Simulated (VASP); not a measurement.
Input of a VASP 6.6.1 run:

The input INCAR:

```
  ALGO = Normal
  EDIFF = 1E-7
  ENCUT = 520
  GGA = PE
  ISIF = 2
  ISMEAR = -1
  LASPH = True
  LCHARG = True
  LELF = True
  LREAL = False
  LVHAR = True
  LWAVE = False
  NBANDS = 24
  NELM = 60
  PREC = Accurate
  SIGMA = 0.05
```

Contents of KPOINTS:

```
k-points
0
Gamma
  10 10 6
```

Contents of POSCAR:

```
TiC
1.0
    3.0417344969      0.0000000000      0.0000000000
   -1.5208672485      2.6342193459      0.0000000000
    0.0000000000      0.0000000000      5.3801147480
Ti C
2 2
Direct
    0.0000000000      0.0000000000      0.0000000000
    0.0000000000      0.0000000000      0.5000000000
    0.3333333333      0.6666666667      0.2500000000
    0.6666666667      0.3333333333      0.7500000000
```

Potentials or basis: VASP PAW PBE potentials, release 64 (Ti_sv, C).

Launch:

```bash
$ cat potpaw_PBE.64/Ti_sv/POTCAR potpaw_PBE.64/C/POTCAR > POTCAR
$ mpirun -np 1 vasp_std > vasp.out
```

Task: Predict the band gap on the k mesh.

Result: Zero (band 16 reaches 9.74 eV, above the bottom of band 17 at 8.44 eV).

Task: What does it give for the pressure?

Result: 0.2 GPa.
